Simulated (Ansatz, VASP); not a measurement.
**Two plane-wave programs on SnO2**

```xyz
6
Lattice="-2.0058 2.0058 5.1236 2.0058 -2.0058 5.1236 2.0058 2.0058 -5.1236" Properties=species:S:1:pos:R:3 pbc="T T T"
Sn    0.0000    2.0058    2.5618
Sn    0.0000    0.0000    0.0000
O     0.0000    0.0000    8.1679
O     0.0000    2.0058    4.6412
O     0.0000    0.0000    2.0794
O     0.0000    2.0058    0.4825
```

Alike in both runs: functional PBEsol; k mesh 6 × 6 × 6; no spin polarisation.

Ansatz relaxed the structure, and its values are those at the end. VASP's run is a single point on that final structure, the one shown.

```csv
,VASP,Ansatz
version,VASP 6.6.1,Ansatz 0.2.0
potentials or method,"VASP PAW PBE potentials, release 64 (Sn_d, O), cutoff 520 eV","plane waves, PAW"
occupations,"methfessel-paxton of order 1, width 0.02 eV","cold, width 0.02 eV"
valence electrons in the cell,52,52
```

|  | VASP | Ansatz | Ansatz less VASP |
| --- | --- | --- | --- |
| pressure (GPa) | 0.6 | 0.0 | -0.57 |
| rms of the force components (eV/Å) | 0.013 | 0.000 | -0.0127 |

VASP's potentials were made for PBE, not for PBEsol.
